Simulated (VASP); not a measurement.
# BN in VASP: a series of runs

The runs below take BN through single point, with r2SCAN.

Everything below comes from runs of VASP 6.6.1. Logs are shortened: lines on timing, memory, paths and dates and some standing lists are left out, and cuts for length are marked.

### Step 1. The cell of the first run

It takes space group I-4m2 (No. 119, tetragonal). The conventional cell has a = 2.504 Å, b = 2.504 Å, c = 3.639 Å, α = 90.00°, β = 90.00°, γ = 90.00°. Within 2.1 Å of B (site symmetry -4m2) lie 4 N at 1.55 Å. Within 2.1 Å of N (site symmetry -4m2) lie 4 B at 1.55 Å.

### Step 2. Single point, r2SCAN (epitaxial xy strain -1.9%)

File POSCAR:

```
BN
1.0
    0.0000000000      1.7707142524      1.8193282481
    1.7707142524      0.0000000000      1.8193282481
    1.7707142524      1.7707142524      0.0000000000
B N
1 1
Direct
    0.0000000000      0.0000000000      0.0000000000
    0.2500000000      0.2500000000      0.2500000000
```

File INCAR.step1:

```
SYSTEM = BN
PREC = Accurate
ENCUT = 520
ISMEAR = 0
SIGMA = 0.01
LREAL = .False.
LASPH = .True.
NELM = 100
NBANDS = 11
GGA = PE
ALGO = Normal
EDIFF = 1E-4
LWAVE = .True.
LCHARG = .False.
```

File INCAR.step2:

```
SYSTEM = BN
PREC = Accurate
ENCUT = 520
EDIFF = 1E-7
ISMEAR = 0
SIGMA = 0.01
LREAL = .False.
LASPH = .True.
NELM = 100
ALGO = Normal
ISIF = 2
LWAVE = .False.
LCHARG = .False.
METAGGA = R2SCAN
LMIXTAU = .True.
NBANDS = 11
ISTART = 1
```

File KPOINTS:

```
regular mesh
0
Gamma
  12 12 12
  0 0 0
```

Potentials or basis: VASP PAW PBE potentials, release 64 (B, N).

The run is started by

```console
cat potpaw_PBE.64/B/POTCAR potpaw_PBE.64/N/POTCAR > POTCAR
cp INCAR.step1 INCAR
mpirun -np 1 vasp_std > vasp.out
cp INCAR.step2 INCAR
mpirun -np 1 vasp_std > vasp.out
```

OUTCAR:

```text
SYSTEM = BN
   PREC = Accurate
   ENCUT = 520
   EDIFF = 1E-7
   ISMEAR = 0
   LREAL = .False.
   LASPH = .True.
   NELM = 100
   ISIF = 2
   METAGGA = R2SCAN
   ISTART = 1

 ion  position               nearest neighbor table
   1  0.000  0.000  0.000-   2 1.55   2 1.55   2 1.55   2 1.55
   2  0.250  0.250  0.250-   1 1.55   1 1.55   1 1.55   1 1.55

  LATTYP: Found a body centered tetragonal cell.
 ALAT       =     2.5041681108
 C/A-ratio  =     1.4530400257

  Lattice vectors:

 A1 = (  -1.7707142524,   0.0000000000,   1.8193282481)
 A2 = (   1.7707142524,   0.0000000000,   1.8193282481)
 A3 = (   0.0000000000,   1.7707142524,  -1.8193282481)

Analysis of symmetry for initial positions (statically):
=====================================================================
 Subroutine PRICEL returns:
 Original cell was already a primitive cell.

 Routine SETGRP: Setting up the symmetry group for a
 body centered tetragonal supercell.

 Subroutine GETGRP returns: Found  8 space group operations
 (whereof  8 operations were pure point group operations)
 out of a pool of 16 trial point group operations.

The static configuration has the point symmetry D_2d.

Analysis of symmetry for dynamics (positions and initial velocities):
=====================================================================
 Subroutine PRICEL returns:
 Original cell was already a primitive cell.

 Routine SETGRP: Setting up the symmetry group for a
 body centered tetragonal supercell.

 Subroutine GETGRP returns: Found  8 space group operations
 (whereof  8 operations were pure point group operations)
 out of a pool of 16 trial point group operations.

The dynamic configuration has the point symmetry D_2d.

 Subroutine INISYM returns: Found  8 space group operations
 (whereof  8 operations are pure point group operations),
 and found     1 'primitive' translations

----------------------------------------------------------------------------------------

                                     Primitive cell

  volume of cell :      11.4087

  direct lattice vectors                    reciprocal lattice vectors
     0.000000000  1.770714252  1.819328248    -0.282371929  0.282371929  0.274826712
     1.770714252  0.000000000  1.819328248     0.282371929 -0.282371929  0.274826712
     1.770714252  1.770714252  0.000000000     0.282371929  0.282371929 -0.274826712

  length of vectors
     2.538776130  2.538776130  2.504168111     0.484765443  0.484765443  0.484765443

  position of ions in fractional coordinates (direct lattice)
[... 88 lines left out ...]
   TEBEG  =    0.0;   TEEND  =   0.0 temperature during run
   PSTRESS=    0.0 pullay stress
   NELECT =       8.0000    total number of electrons
   NUPDOWN=      -1.0000    fix difference up-down
   EMIN   =  10.00;   EMAX   =-10.00  energy-range for DOS
   EFERMI =   0.00;   METHOD = LEGACY
   ISMEAR =     0;   SIGMA  =   0.01  broadening in eV -4-tet -1-fermi 0-gaus
   EFERMI_NEDOS =   21; number of points for ismear=-14 and -15
   IALGO  =     38    algorithm
   IMIX   =      4    mixing-type and parameters
     AMIX     =   0.40;   BMIX     =  1.00
     AMIX_MAG =   1.60;   BMIX_MAG =  1.00
  volume/ion in A,a.u.               =       5.70        38.50
  Fermi-wavevector in a.u.,A,eV,Ry     =   1.454428  2.748470 28.781221  2.115360
  Thomas-Fermi vector in A             =   2.571580
   LORBIT       =      0    0 simple, 1 ext, 2 COOP (PROOUT), +10 PAW based schemes
   METAGGA = R2SCAN    functional components
   LHFCALC =     F    Hartree Fock is set to
   AEXX    =    0.0000 exact exchange contribution
   IVDW    =     0    specifies the selected vdW correction
   LEPSILON=     F    determine dielectric tensor
   LRPA    =     F    only Hartree local field effects (RPA)
 non-spin polarized calculation
 Gauss-broadening in eV      SIGMA  =   0.01
  energy-cutoff  :      520.00
  volume of cell :       11.41
 maximum number of plane-waves:       318
   NGX =  9   NGY =  9   NGZ =  9

 number of electron       7.9999998 magnetization

 Free energy of the ion-electron system (eV)
  ---------------------------------------------------
  ext. energy  EPLUGINS =         0.00000000
  ---------------------------------------------------
  free energy    TOTEN  =       -19.14290338 eV

  energy without entropy =      -19.14290338  energy(sigma->0) =      -19.14290338

 E-fermi :   7.8397     XC(G=0): -13.8316

 val. band max:        7.7734145870   @ k =   0.0000   0.0000   0.0000
 cond. band min:      12.5319077349   @ k =   0.5000   0.0000   0.5000
 fundamental gap:      4.7584931480
 Fermi energy:         7.8396908773

 k-point     1 :       0.0000    0.0000    0.0000
  band No.  band energies     occupation
      1     -14.0224      2.00000
      2       7.4810      2.00000
      3       7.7734      2.00000
      4       7.7734      2.00000
      5      17.3139      0.00000
      6      17.3139      0.00000
      7      17.5109      0.00000
      8      19.3340      0.00000
      9      34.5035      0.00000
     10      36.0146      0.00000
     11      36.9984      0.00000
[... 309 lines left out ...]
 k-point    24 :      -0.4167    0.1667    0.0000
  band No.  band energies     occupation
      1      -9.1629      2.00000
      2      -3.0343      2.00000
      3       3.0065      2.00000
      4       5.1687      2.00000
      5      18.1801      0.00000
      6      20.9156      0.00000
      7      21.1477      0.00000
      8      24.9308      0.00000
      9      30.7458      0.00000
     10      34.7313      0.00000
     11      36.5832      0.00000

 [... further k-points ...]

------------------------ aborting loop because EDIFF is reached ----------------------------------------

  FORCE on cell =-STRESS in cart. coord.  units (eV):
  Direction    XX          YY          ZZ          XY          YZ          ZX
  --------------------------------------------------------------------------------------
  -------------------------------------------------------------------------------------
  Total        1.4229579      1.4229579      0.0891867      0.0000000     -0.0000000      0.0000000
  in kB      199.8318007    199.8318007     12.5248465      0.0000000     -0.0000000      0.0000000
  external PRESSURE =     137.3961493 kB  Pullay stress =       0.0000000 kB

 VOLUME and BASIS-vectors are now :
 -----------------------------------------------------------------------------
  energy-cutoff  :      520.00
  volume of cell :       11.41
      direct lattice vectors                 reciprocal lattice vectors
     0.000000000  1.770714252  1.819328248    -0.282371929  0.282371929  0.274826712
     1.770714252  0.000000000  1.819328248     0.282371929 -0.282371929  0.274826712
     1.770714252  1.770714252  0.000000000     0.282371929  0.282371929 -0.274826712

 POSITION                                       TOTAL-FORCE (eV/Angst)
 -----------------------------------------------------------------------------------
      0.00000      0.00000      0.00000        -0.000000     -0.000000     -0.000000
      0.88536      0.88536      0.90966         0.000000      0.000000      0.000000
 -----------------------------------------------------------------------------------
    total drift:                               -0.000001     -0.000001      0.000001

  FREE ENERGIE OF THE ION-ELECTRON SYSTEM (eV)
  ---------------------------------------------------
  free  energy   TOTEN  =       -19.1429033787 eV

  energy  without entropy=      -19.1429033787  energy(sigma->0) =      -19.14290338
```

OUTCAR.step1:

```text
SYSTEM = BN
   PREC = Accurate
   ENCUT = 520
   ISMEAR = 0
   LREAL = .False.
   LASPH = .True.
[... 558 lines left out ...]
      0.00000      0.00000      0.00000         0.000000      0.000000      0.000000
      0.88536      0.88536      0.90966        -0.000000     -0.000000     -0.000000
 -----------------------------------------------------------------------------------
    total drift:                               -0.000001     -0.000001      0.000001

  FREE ENERGIE OF THE ION-ELECTRON SYSTEM (eV)
  ---------------------------------------------------
  free  energy   TOTEN  =       -17.4121670521 eV

  energy  without entropy=      -17.4121670521  energy(sigma->0) =      -17.41216705
```

It took 56 s on 1 thread of Intel Xeon Platinum 8488C (Sapphire Rapids), shared host; peak memory 0.13 GiB.

What came out:

```yaml
Free_energy: -19.1429 eV
Pressure: 13.7 GPa
Band_gap_on_the_k_mesh: 4.76 eV, indirect (least direct gap 9.54 eV)
```

Caveat: the cell differs from its parent crystal (epitaxial xy strain -1.9%); the PAW data sets were made with another functional, which shifts forces and pressure a little. A k mesh can miss the band edges.

### Step 3. Single point, r2SCAN (uniaxial z strain -2.2%)

File POSCAR:

```
BN
1.0
    0.0000000000      1.8048254535      1.7649388110
    1.8048254535      0.0000000000      1.7649388110
    1.8048254535      1.8048254535      0.0000000000
B N
1 1
Direct
    0.0000000000      0.0000000000      0.0000000000
    0.2500000000      0.2500000000      0.2500000000
```

File INCAR.step1:

```
PREC     = Accurate       # precision mode
ENCUT    = 520            # plane-wave cutoff, eV
ISMEAR   = 0              # smearing method
SIGMA    = 0.01           # smearing width, eV
LREAL    = False          # projectors in reciprocal space
LASPH    = True           # aspherical terms in the spheres
NELM     = 100            # most SCF steps
NBANDS   = 11             # bands
GGA      = PE             # functional
ALGO     = Normal         # electronic algorithm
EDIFF    = 1E-4           # SCF threshold, eV
LWAVE    = True           # write WAVECAR
LCHARG   = False          # write CHGCAR
```

File INCAR.step2:

```
PREC     = Accurate       # precision mode
ENCUT    = 520            # plane-wave cutoff, eV
EDIFF    = 1E-6           # SCF threshold, eV
ISMEAR   = 0              # smearing method
SIGMA    = 0.01           # smearing width, eV
LREAL    = False          # projectors in reciprocal space
LASPH    = True           # aspherical terms in the spheres
NELM     = 100            # most SCF steps
ALGO     = Normal         # electronic algorithm
ISIF     = 2              # what is computed and relaxed
LWAVE    = False          # write WAVECAR
LCHARG   = True           # write CHGCAR
METAGGA  = R2SCAN         # meta-GGA
LMIXTAU  = True         
LELF     = True           # ELF
LVHAR    = True         
NBANDS   = 11             # bands
ISTART   = 1
```

File KPOINTS:

```
Automatic mesh
0
Gamma
  12 12 12
```

Potentials or basis: VASP PAW PBE potentials, release 64 (B, N).

The run is started by

```console
cat potpaw_PBE.64/B/POTCAR potpaw_PBE.64/N/POTCAR > POTCAR
cp INCAR.step1 INCAR
mpirun -np 1 vasp_std > vasp.out
cp INCAR.step2 INCAR
mpirun -np 1 vasp_std > vasp.out
```

It took 51 s on 1 thread of Intel Xeon Platinum 8488C (Sapphire Rapids), shared host; peak memory 0.13 GiB.

Results (log left out):

| Quantity | Value |
| --- | --- |
| Free energy | -19.1540 eV |
| Pressure | 10.3 GPa |
| Band gap on the k mesh | 4.59 eV, indirect (least direct gap 9.41 eV) |

Stress tensor (GPa, compression positive):
```
 5.59  0.00  0.00
 0.00  5.59  0.00
 0.00  0.00 19.87
```

Levels at points of the mesh, in eV from the valence-band top:
```
           k point  band 2  band 3  band 4  band 5  band 6  band 7
(0.00, 0.00, 0.00)   -0.22   -0.22    0.00    9.41    9.57    9.57
(0.50, 0.00, 0.00)  -11.48   -2.39   -2.03   10.79   11.33   11.82
(0.50, 0.50, 0.00)   -9.42   -5.59   -5.59    4.59    9.46   19.58
(0.50, 0.00, 0.50)   -9.76   -5.28   -5.26    5.00   10.01   19.33
```

Caveat: the cell differs from its parent crystal (uniaxial z strain -2.2%); the PAW data sets were made with another functional, which shifts forces and pressure a little.

### Step 4. Single point, r2SCAN (strain along [111] +3.6%)

File POSCAR:

```
BN
1.0
    0.0430751675      1.8479006210      1.8479006210
    1.8479006210      0.0430751675      1.8479006210
    1.8479006210      1.8479006210      0.0430751675
B N
1 1
Direct
   -0.0003674759     -0.0003674759     -0.0003674759
    0.2503674759      0.2503674759      0.2503674759
```

INCAR.step1: that of step 3 with these lines changed.

```diff
@@ -6,3 +6,3 @@
 LASPH    = True           # aspherical terms in the spheres
-NELM     = 100            # most SCF steps
+NELM     = 80             # most SCF steps
 NBANDS   = 11             # bands
```

INCAR.step2: that of step 3 with these lines changed.

```diff
@@ -7,3 +7,3 @@
 LASPH    = True           # aspherical terms in the spheres
-NELM     = 100            # most SCF steps
+NELM     = 80             # most SCF steps
 ALGO     = Normal         # electronic algorithm
@@ -11,7 +11,5 @@
 LWAVE    = False          # write WAVECAR
-LCHARG   = True           # write CHGCAR
+LCHARG   = False          # write CHGCAR
 METAGGA  = R2SCAN         # meta-GGA
 LMIXTAU  = True         
-LELF     = True           # ELF
-LVHAR    = True         
 NBANDS   = 11             # bands
```

KPOINTS is that of step 3.

The run is started by

```console
cat potpaw_PBE.64/B/POTCAR potpaw_PBE.64/N/POTCAR > POTCAR
cp INCAR.step1 INCAR
mpirun -np 1 vasp_std > vasp.out
cp INCAR.step2 INCAR
mpirun -np 1 vasp_std > vasp.out
```

It took 38 s on 1 thread of Intel Xeon Platinum 8488C (Sapphire Rapids), shared host; peak memory 0.14 GiB.

The run converged. Its results:

* Free energy: -19.1315 eV
* Pressure: -11.3 GPa
* Largest force: 0.009 eV/Å
* Band gap on the k mesh: 4.88 eV, indirect (least direct gap 8.37 eV)

Forces on the atoms (eV/Å):
```
B    0.005  0.005  0.005
N   -0.005 -0.005 -0.005
```

Stress tensor (GPa, compression positive):
```
-11.27  -9.78  -9.78
 -9.78 -11.27  -9.78
 -9.78  -9.78 -11.27
```

Levels at points of the mesh, in eV from the valence-band top:
| k point | band 1 | band 2 | band 3 | band 4 | band 5 | band 6 | band 7 | band 8 | band 9 |
| --- | --- | --- | --- | --- | --- | --- | --- | --- | --- |
| (0.00, 0.00, 0.00) | -20.97 | -0.09 | 0.00 | 0.00 | 8.37 | 9.68 | 9.68 | 10.87 | 25.50 |
| (0.50, 0.00, 0.00) | -16.72 | -10.81 | -2.13 | -2.00 | 9.89 | 11.04 | 11.59 | 16.09 | 24.20 |
| (0.50, 0.50, 0.00) | -15.45 | -9.15 | -5.15 | -4.77 | 4.88 | 9.65 | 18.56 | 18.78 | 21.75 |
| (0.50, 0.50, 0.50) | -17.13 | -10.88 | -1.73 | -1.73 | 11.01 | 11.50 | 11.50 | 15.87 | 24.65 |

Caveat: the cell differs from its parent crystal (strain along [111] +3.6%); the PAW data sets were made with another functional, which shifts forces and pressure a little.

(Continued in part 2 of 2.)
